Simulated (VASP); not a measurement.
# ZnS (P3_221) in VASP: further runs

The runs below take ZnS through single point, with PBE.

All numbers are computed with VASP 6.6.1; they aren't measurements. Logs are shortened: lines on timing, memory, paths and dates and some standing lists are left out, and cuts for length are marked.

## (1) The cell of the first run

It takes space group P3_221 (No. 154, trigonal). The conventional cell has a = 5.701 Å, b = 5.701 Å, c = 3.362 Å, α = 90.00°, β = 90.00°, γ = 120.00°. Within 2.9 Å of Zn (site symmetry 2) lie 4 S at 2.19 to 2.22 Å. S (site symmetry 2) has 4 Zn at 2.19 to 2.22 Å within 2.9 Å.

The cell was built from a structure type or drawn by symmetry, and may not be a known phase.

## (2) Single point, PBE

The input, INCAR:

```
  ALGO = Normal
  EDIFF = 1E-6
  ENCUT = 520
  GGA = PE
  ISIF = 2
  ISMEAR = 0
  LASPH = T
  LCHARG = T
  LELF = T
  LREAL = F
  LVHAR = T
  LWAVE = F
  NBANDS = 36
  NELM = 60
  PREC = Accurate
  SIGMA = 0.1
```

The input, KPOINTS:

```
k-points
0
Gamma
  6 6 6
```

The input, POSCAR:

```
ZnS
1.0
    5.7010613900      0.0000000000      0.0000000000
   -2.8505307000      4.9372640000      0.0000000000
    0.0000000000      0.0000000000      3.3621591600
Zn S
3 3
Direct
    0.6226507000      0.0000000000      0.6666666700
    0.0000000000      0.6226507000      0.3333333300
    0.3773493000      0.3773493000      0.0000000000
    0.3773493000      0.0000000000      0.1666666700
    0.0000000000      0.3773493000      0.8333333300
    0.6226507000      0.6226507000      0.5000000000
```

Potentials or basis: VASP PAW PBE potentials, release 64 (Zn, S).

On the command line:

```sh
cat potpaw_PBE.64/Zn/POTCAR potpaw_PBE.64/S/POTCAR > POTCAR
mpirun -np 1 vasp_std > vasp.out
```

OUTCAR:

```text
EDIFF = 1E-6
   ENCUT = 520
   GGA = PE
   ISIF = 2
   ISMEAR = 0
   LASPH = T
   LREAL = F
   NELM = 60
   PREC = Accurate

 ion  position               nearest neighbor table
   1  0.623  0.000  0.667-   4 2.19   4 2.19   5 2.22   6 2.22
   2  0.000  0.623  0.333-   5 2.19   5 2.19   4 2.22   6 2.22
   3  0.377  0.377  0.000-   6 2.19   6 2.19   5 2.22   4 2.22
   4  0.377  0.000  0.167-   1 2.19   1 2.19   2 2.22   3 2.22
   5  0.000  0.377  0.833-   2 2.19   2 2.19   1 2.22   3 2.22
   6  0.623  0.623  0.500-   3 2.19   3 2.19   2 2.22   1 2.22

  LATTYP: Found a hexagonal cell.
 ALAT       =     5.7010613900
 C/A-ratio  =     0.5897426690

  Lattice vectors:

 A1 = (   5.7010613900,   0.0000000000,   0.0000000000)
 A2 = (  -2.8505307000,   4.9372640000,   0.0000000000)
 A3 = (   0.0000000000,   0.0000000000,   3.3621591600)

Analysis of symmetry for initial positions (statically):
=====================================================================
 Subroutine PRICEL returns:
 Original cell was already a primitive cell.

 Routine SETGRP: Setting up the symmetry group for a
 hexagonal supercell.

 Subroutine GETGRP returns: Found  6 space group operations
 (whereof  2 operations were pure point group operations)
 out of a pool of 24 trial point group operations.

The static configuration has the point symmetry C_2 .
 The point group associated with its full space group is D_3 .

Analysis of symmetry for dynamics (positions and initial velocities):
=====================================================================
 Subroutine PRICEL returns:
 Original cell was already a primitive cell.

 Routine SETGRP: Setting up the symmetry group for a
 hexagonal supercell.

 Subroutine GETGRP returns: Found  6 space group operations
 (whereof  2 operations were pure point group operations)
 out of a pool of 24 trial point group operations.

The dynamic configuration has the point symmetry C_2 .
 The point group associated with its full space group is D_3 .

 Subroutine INISYM returns: Found  6 space group operations
 (whereof  2 operations are pure point group operations),
 and found     1 'primitive' translations

----------------------------------------------------------------------------------------

                                     Primitive cell

  volume of cell :      94.6369

  direct lattice vectors                    reciprocal lattice vectors
     5.701061390  0.000000000  0.000000000     0.175405934  0.101270663  0.000000000
    -2.850530700  4.937264000  0.000000000     0.000000000  0.202541327  0.000000000
     0.000000000  0.000000000  3.362159160     0.000000000  0.000000000  0.297427918

  length of vectors
     5.701061390  5.701061399  3.362159160     0.202541327  0.202541327  0.297427918

  position of ions in fractional coordinates (direct lattice)
     0.622650700  0.000000000  0.666666670
     0.000000000  0.622650700  0.333333330
     0.377349300  0.377349300  0.000000000
     0.377349300  0.000000000  0.166666670
     0.000000000  0.377349300  0.833333330
     0.622650700  0.622650700  0.500000000

  ion indices of the primitive-cell ions
   primitive index   ion index
                 1           1
                 2           2
                 3           3
                 4           4
                 5           5
                 6           6

----------------------------------------------------------------------------------------

 KPOINTS: k-points

Automatic generation of k-mesh.
 Grid dimensions read from file:
 generate k-points for:    6    6    6

 Generating k-lattice:

  Cartesian coordinates                     Fractional coordinates (reciprocal lattice)
     0.029234322  0.016878444  0.000000000     0.166666667  0.000000000  0.000000000
     0.000000000  0.033756888  0.000000000     0.000000000  0.166666667  0.000000000
     0.000000000  0.000000000  0.049571320     0.000000000  0.000000000  0.166666667

  Length of vectors
     0.033756888  0.033756888  0.049571320

  Shift w.r.t. Gamma in fractional coordinates (k-lattice)
     0.000000000  0.000000000  0.000000000

 Subroutine IBZKPT returns following result:
 ===========================================

 Found     34 irreducible k-points:

 Following reciprocal coordinates:
            Coordinates               Weight
  0.000000  0.000000  0.000000      1.000000
  0.166667  0.000000  0.000000      6.000000
  0.333333  0.000000  0.000000      6.000000
  0.500000  0.000000  0.000000      3.000000
  0.166667  0.166667  0.000000      6.000000
  0.333333  0.166667  0.000000     12.000000
[... 16 lines left out ...]
  0.500000  0.000000  0.333333      6.000000
  0.166667  0.166667  0.333333     12.000000
 [... further k-points ...]
   k-points           NKPTS =     34   k-points in BZ     NKDIM =     34   number of bands    NBANDS=     36
   number of dos      NEDOS =    301   number of ions     NIONS =      6
   total plane-waves  NPLWV =  49392
   dimension x,y,z NGX =    42 NGY =   42 NGZ =   28
   dimension x,y,z NGXF=    84 NGYF=   84 NGZF=   56
   ions per type =               3   3
   NGX,Y,Z   is equivalent  to a cutoff of  12.25, 12.25, 13.84 a.u.
   NGXF,Y,Z  is equivalent  to a cutoff of  24.49, 24.49, 27.69 a.u.
 SYSTEM =  unknown system
   PREC   = accura    normal or accurate (medium, high low for compatibility)
   ISTART =      0    job   : 0-new  1-cont  2-samecut
   ICHARG =      2    charge: 1-file 2-atom 10-const
   ISPIN  =      1    spin polarized calculation?
   LNONCOLLINEAR =      F non collinear calculations
   LSORBIT =      F    spin-orbit coupling
   LASPH  =      T    aspherical Exc in radial PAW
   ENCUT  =  520.0 eV  38.22 Ry    6.18 a.u.  10.60 10.60  6.25*2*pi/ulx,y,z
   NELM   =     60;   NELMIN=  2; NELMDL= -5     # of ELM steps
   EDIFF  = 0.1E-05   stopping-criterion for ELM
   LREAL  =      F    real-space projection
   EDIFFG = 0.1E-04   stopping-criterion for IOM
   NSW    =      0    number of steps for IOM
   IBRION =     -1    ionic relax: 0-MD 1-quasi-New 2-CG
   NFREE  =      0    steps in history (QN), initial steepest desc. (CG)
   ISIF   =      2    stress and relaxation
   ISYM   =      2    0-nonsym 1-usesym 2-fastsym
   POTIM  = 0.5000    time-step for ionic-motion
   TEBEG  =    0.0;   TEEND  =   0.0 temperature during run
   PSTRESS=    0.0 pullay stress
   NELECT =      54.0000    total number of electrons
   NUPDOWN=      -1.0000    fix difference up-down
   EMIN   =  10.00;   EMAX   =-10.00  energy-range for DOS
   EFERMI =   0.00;   METHOD = LEGACY
   ISMEAR =     0;   SIGMA  =   0.10  broadening in eV -4-tet -1-fermi 0-gaus
   EFERMI_NEDOS =   21; number of points for ismear=-14 and -15
   IALGO  =     38    algorithm
   IMIX   =      4    mixing-type and parameters
     AMIX     =   0.40;   BMIX     =  1.00
     AMIX_MAG =   1.60;   BMIX_MAG =  1.00
  volume/ion in A,a.u.               =      15.77       106.44
  Fermi-wavevector in a.u.,A,eV,Ry     =   1.357853  2.565969 25.085929  1.843764
  Thomas-Fermi vector in A             =   2.484736
   LORBIT       =      0    0 simple, 1 ext, 2 COOP (PROOUT), +10 PAW based schemes
   GGA     = PE    functional components
   LHFCALC =     F    Hartree Fock is set to
   AEXX    =    0.0000 exact exchange contribution
   IVDW    =     0    specifies the selected vdW correction
   LEPSILON=     F    determine dielectric tensor
   LRPA    =     F    only Hartree local field effects (RPA)
 non-spin polarized calculation
 Gauss-broadening in eV      SIGMA  =   0.10
  energy-cutoff  :      520.00
  volume of cell :       94.64
 maximum number of plane-waves:      2569
   NGX = 21   NGY = 21   NGZ = 13

 number of electron      54.0000006 magnetization

 Free energy of the ion-electron system (eV)
  ---------------------------------------------------
  ext. energy  EPLUGINS =         0.00000000
  ---------------------------------------------------
  free energy    TOTEN  =       -18.11886128 eV

  energy without entropy =      -18.11886128  energy(sigma->0) =      -18.11886128

 E-fermi :   4.8519     XC(G=0): -10.7614

 val. band max:        4.3968614570   @ k =   0.0000   0.0000   0.0000
 cond. band min:       7.0814231373   @ k =   0.0000   0.0000   0.5000
 fundamental gap:      2.6845616804
 Fermi energy:         4.8519058089

 k-point     1 :       0.0000    0.0000    0.0000
  band No.  band energies     occupation
      1     -10.5128      2.00000
      2      -8.6281      2.00000
      3      -8.6281      2.00000
      4      -3.0621      2.00000
      5      -3.0621      2.00000
      6      -2.7614      2.00000
[... 28 lines left out ...]
     35      12.5307      0.00000
     36      12.5308      0.00000

 k-point     2 :       0.1667    0.0000    0.0000
  band No.  band energies     occupation
      1     -10.4090      2.00000
      2      -8.7555      2.00000
      3      -8.6720      2.00000
      4      -3.0655      2.00000
      5      -3.0499      2.00000
      6      -2.9066      2.00000
[... 28 lines left out ...]
     35      12.2979      0.00000
     36      12.7981      0.00000

 k-point     3 :       0.3333    0.0000    0.0000
  band No.  band energies     occupation
      1     -10.1222      2.00000
      2      -9.1016      2.00000
      3      -8.7519      2.00000
      4      -3.1516      2.00000
      5      -3.0972      2.00000
      6      -2.9961      2.00000
[... 28 lines left out ...]
     35      11.8723      0.00000
     36      13.0020      0.00000
[... 742 lines left out ...]
 k-point    23 :       0.5000    0.0000    0.3333
  band No.  band energies     occupation
      1      -9.1466      2.00000
      2      -8.8522      2.00000
      3      -8.4812      2.00000
      4      -3.2770      2.00000
      5      -3.0817      2.00000
      6      -2.9560      2.00000
[... 28 lines left out ...]
     35      12.6404      0.00000
     36      13.0819      0.00000

 k-point    24 :       0.1667    0.1667    0.3333
  band No.  band energies     occupation
      1      -9.4197      2.00000
      2      -8.6486      2.00000
      3      -8.3878      2.00000
      4      -3.1833      2.00000
      5      -3.0194      2.00000
      6      -2.9362      2.00000
[... 28 lines left out ...]
     35      12.8303      0.00000
     36      13.3875      0.00000

 [... further k-points ...]
[... 5 lines left out ...]
  --------------------------------------------------------------------------------------
  -------------------------------------------------------------------------------------
  Total       14.1636222     14.1636222     18.9909317     -0.0000000      0.0000000      0.0000000
  in kB      239.7864178    239.7864185    321.5115046     -0.0000002      0.0000000      0.0000000
  external PRESSURE =     267.0281136 kB  Pullay stress =       0.0000000 kB

 VOLUME and BASIS-vectors are now :
 -----------------------------------------------------------------------------
  energy-cutoff  :      520.00
  volume of cell :       94.64
      direct lattice vectors                 reciprocal lattice vectors
     5.701061390  0.000000000  0.000000000     0.175405934  0.101270663  0.000000000
    -2.850530700  4.937264000  0.000000000     0.000000000  0.202541327  0.000000000
     0.000000000  0.000000000  3.362159160     0.000000000  0.000000000  0.297427918

 POSITION                                       TOTAL-FORCE (eV/Angst)
 -----------------------------------------------------------------------------------
      3.54977      0.00000      2.24144         0.833851     -0.000000      0.000000
     -1.77488      3.07419      1.12072        -0.416926      0.722136     -0.000000
      1.07565      1.86307      0.00000        -0.416926     -0.722136      0.000000
      2.15129      0.00000      0.56036        -1.309808     -0.000000     -0.000000
     -1.07565      1.86307      2.80180         0.654904     -1.134327      0.000000
      1.77488      3.07419      1.68108         0.654904      1.134327      0.000000
 -----------------------------------------------------------------------------------
    total drift:                                0.000050      0.000085      0.000002

  FREE ENERGIE OF THE ION-ELECTRON SYSTEM (eV)
  ---------------------------------------------------
  free  energy   TOTEN  =       -18.1188612812 eV

  energy  without entropy=      -18.1188612812  energy(sigma->0) =      -18.11886128
```

Wall time 56 s (1 thread of AMD EPYC 9R45 (Zen 5), shared host); peak memory 0.22 GiB.

Results:

| Property | Result |
| --- | --- |
| Free energy | -18.1189 eV |
| Pressure | 26.7 GPa |
| Largest force | 1.310 eV/Å |
| Band gap on the k mesh | 2.68 eV (least direct gap 2.91 eV) |

Forces in eV/Å, atoms in the order of the input:
```
Zn   0.834  0.000  0.000
Zn  -0.417  0.722  0.000
Zn  -0.417 -0.722  0.000
S   -1.310  0.000  0.000
S    0.655 -1.134  0.000
S    0.655  1.134  0.000
```

Levels at points of the mesh, in eV from the valence-band top:
| k point | band 25 | band 26 | band 27 | band 28 | band 29 | band 30 |
| --- | --- | --- | --- | --- | --- | --- |
| (0.00, 0.00, 0.00) | -0.06 | -0.06 | 0.00 | 2.91 | 5.17 | 5.17 |
| (0.50, 0.00, 0.00) | -1.15 | -0.69 | -0.45 | 3.45 | 4.89 | 4.98 |
| (0.00, 0.00, 0.50) | -2.69 | -2.23 | -2.23 | 2.68 | 2.68 | 5.03 |
| (0.50, 0.00, 0.50) | -1.69 | -1.64 | -1.22 | 2.96 | 3.94 | 4.10 |

Caveat: the cell stands under pressure; forces of over 1 eV/Å act on the atoms, so gaps and moduli don't describe the material at rest. A k mesh can miss the band edges.

## (3) Single point, PBE

This run uses another cell than the first one, of 19.68 Å³/atom.

The input, INCAR:

```
SYSTEM = ZnS
PREC = Accurate
ENCUT = 520
EDIFF = 1E-6
ISMEAR = 0
SIGMA = 0.1
LREAL = .FALSE.
LASPH = .TRUE.
NELM = 80
ALGO = Normal
ISIF = 2
LWAVE = .FALSE.
LCHARG = .TRUE.
GGA = PE
LELF = .TRUE.
LVHAR = .TRUE.
NBANDS = 36
```

The input, KPOINTS:

```
Automatic mesh
0
G
  6 6 6
  0 0 0
```

The input, POSCAR:

```
ZnS
1.0
    6.0779786868      0.0000000031      0.0000000000
   -3.0389893461      5.2636839449      0.0000000000
    0.0000000000      0.0000000000      3.6915056621
Zn S
3 3
Direct
    0.6141952087      0.0000000000      0.6666666667
    0.0000000000      0.6141952087      0.3333333333
    0.3858047913      0.3858047913      0.0000000000
    0.3670468035      0.0000000000      0.1666666667
    0.0000000000      0.3670468035      0.8333333333
    0.6329531965      0.6329531965      0.5000000000
```

Potentials or basis: VASP PAW PBE potentials, release 64 (Zn, S).

On the command line:

```sh
cat potpaw_PBE.64/Zn/POTCAR potpaw_PBE.64/S/POTCAR > POTCAR
mpirun -np 1 vasp_std > vasp.out
```

Wall time 64 s (1 thread of AMD EPYC 9R45 (Zen 5), shared host); peak memory 0.26 GiB.

It converged, with:

| Quantity | Value |
| --- | --- |
| Free energy | -19.8453 eV |
| Pressure | 0.3 GPa |
| Largest force | 0.028 eV/Å |
| Band gap on the k mesh | 1.91 eV |

Forces in eV/Å, atoms in the order of the input:
```
Zn   0.028  0.000  0.000
Zn  -0.014  0.024  0.000
Zn  -0.014 -0.024  0.000
S   -0.022  0.000  0.000
S    0.011 -0.019  0.000
S    0.011  0.019  0.000
```

Stress tensor (GPa, compression positive):
```
0.18 0.00 0.00
0.00 0.18 0.00
0.00 0.00 0.50
```

Levels at points of the mesh, in eV from the valence-band top:
```
           k point  band 25  band 26  band 27  band 28  band 29  band 30
(0.00, 0.00, 0.00)     0.00     0.00     0.00     1.91     4.79     4.79
(0.50, 0.00, 0.00)    -0.83    -0.41    -0.32     3.29     4.17     4.32
(0.00, 0.00, 0.50)    -2.19    -1.43    -1.43     3.10     3.10     4.77
(0.50, 0.00, 0.50)    -1.20    -1.16    -0.68     2.93     4.00     4.33
```

## (4) Single point, PBE

This run uses another cell than the first one, of 19.72 Å³/atom.

The input, INCAR:

```
SYSTEM = ZnS
PREC = Accurate
ENCUT = 520
EDIFF = 1E-6
ISMEAR = 0
SIGMA = 0.02
LREAL = .False.
LASPH = .True.
NELM = 60
ALGO = Normal
ISIF = 2
LWAVE = .False.
LCHARG = .False.
GGA = PE
NBANDS = 36
```

The input, KPOINTS:

```
Automatic mesh
0
Gamma
  6 6 8
  0 0 0
```

The input, POSCAR:

```
ZnS
1.0
    6.0765127438      0.0000000000      0.0000000000
   -3.0382563719      5.2624144026      0.0000000000
    0.0000000000      0.0000000000      3.7001223624
Zn S
3 3
Direct
    0.6147879959      0.0000000000      0.6666666667
    0.0000000000      0.6147879959      0.3333333333
    0.3852120041      0.3852120041      0.0000000000
    0.3674207599      0.0000000000      0.1666666667
    0.0000000000      0.3674207599      0.8333333333
    0.6325792401      0.6325792401      0.5000000000
```

On the command line:

```sh
cat potpaw_PBE.64/Zn/POTCAR potpaw_PBE.64/S/POTCAR > POTCAR
mpirun -np 1 vasp_std > vasp.out
```

Run time: 74 s. Hardware: 1 thread of AMD EPYC 9R45 (Zen 5), shared host; peak memory 0.29 GiB.

The run converged. Its results:

```yaml
Free_energy: -19.8477 eV
Pressure: 0.1 GPa
Largest_force: 0.010 eV/Å
Band_gap_on_the_k_mesh: 1.90 eV
```

Forces on the atoms (eV/Å):
```
Zn   0.010  0.000  0.000
Zn  -0.005  0.009  0.000
Zn  -0.005 -0.009  0.000
S   -0.010  0.000  0.000
S    0.005 -0.009  0.000
S    0.005  0.009  0.000
```

Levels at points of the mesh, in eV from the valence-band top:
| k point | band 24 | band 25 | band 26 | band 27 | band 28 | band 29 | band 30 | band 31 |
| --- | --- | --- | --- | --- | --- | --- | --- | --- |
| (0.00, 0.00, 0.00) | -0.92 | -0.01 | 0.00 | 0.00 | 1.90 | 4.77 | 4.77 | 6.27 |
| (0.50, 0.00, 0.00) | -1.02 | -0.83 | -0.41 | -0.33 | 3.29 | 4.16 | 4.30 | 5.50 |
| (0.00, 0.00, 0.50) | -2.33 | -2.18 | -1.43 | -1.43 | 3.11 | 3.11 | 4.77 | 5.88 |
| (0.50, 0.00, 0.50) | -1.34 | -1.19 | -1.15 | -0.68 | 2.94 | 4.00 | 4.34 | 5.10 |

## (5) Summary

```csv
cell,k mesh,smearing,gap on the mesh (eV),pressure (GPa),largest force (eV/Å)
"a = 5.701, b = 5.701, c = 3.362 Å, angles 90.0, 90.0, 120.0°, 6 atoms, atomic positions A",6 × 6 × 6,gaussian 0.1 eV,2.68,26.7,1.31
"a = 6.078, b = 6.078, c = 3.692 Å, angles 90.0, 90.0, 120.0°, 6 atoms, atomic positions B",6 × 6 × 6,gaussian 0.1 eV,1.91,0.3,0.03
"a = 6.077, b = 6.077, c = 3.700 Å, angles 90.0, 90.0, 120.0°, 6 atoms, atomic positions B",6 × 6 × 8,gaussian 0.02 eV,1.90,0.1,0.01
```

Alike in all rows: task single point; level PBE; potentials or basis VASP PAW PBE potentials, release 64 (Zn, S); no spin polarisation; cutoff (eV) 520.

Caveats: the cell stands under pressure (at least some runs); forces of over 1 eV/Å act on the atoms, so gaps and moduli don't describe the material at rest (at least some runs).

Absolute energies hang on the potentials; compare differences alone.
